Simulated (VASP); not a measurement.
Input of a VASP 6.6.1 run:

Contents of INCAR:

```
SYSTEM = B
PREC = Accurate
ENCUT = 520
EDIFF = 1E-6
ISMEAR = 0
SIGMA = 0.1
LREAL = .FALSE.
LASPH = .TRUE.
NELM = 100
ALGO = Normal
ISIF = 2
LWAVE = .FALSE.
LCHARG = .FALSE.
GGA = PE
NBANDS = 22
```

File KPOINTS:

```
regular mesh
0
G
  6 6 6
  0 0 0
```

Contents of POSCAR:

```
B
1.0
    0.0000000000      4.0929263761      1.6523652151
    4.4990430304      0.0000000000      1.6523652151
    4.4990430304      4.0929263761      0.0000000000
B
8
Direct
    0.9012414692      0.5087062542      0.9913019177
    0.5087062542      0.9012414692      0.5987503589
    0.2586980823      0.6512496411      0.3487585308
    0.6512496411      0.2586980823      0.7412937458
    0.7967546063      0.6131612603      0.7032404444
    0.6131612603      0.7967546063      0.8868436891
    0.5467595556      0.3631563109      0.4532453937
    0.3631563109      0.5467595556      0.6368387397
```

Potentials or basis: VASP PAW PBE potentials, release 64 (B).

Run with:

```console
$ cat potpaw_PBE.64/B/POTCAR > POTCAR
$ mpirun -np 1 vasp_std > vasp.out
```

Task: Estimate the band gap on the k mesh.

Result: Zero (band 12 reaches 6.19 eV, above the bottom of band 13 at 5.05 eV).

Task: Estimate the pressure.

Result: 0.0 GPa.

Task: What does it give for the largest force?

Result: 0.016 eV/Å.

Stress tensor (GPa, compression positive):
```
 0.11  0.00  0.00
 0.00  0.11  0.00
 0.00  0.00 -0.20
```

Caveat: the k points lie up to 0.36 Å⁻¹ apart.
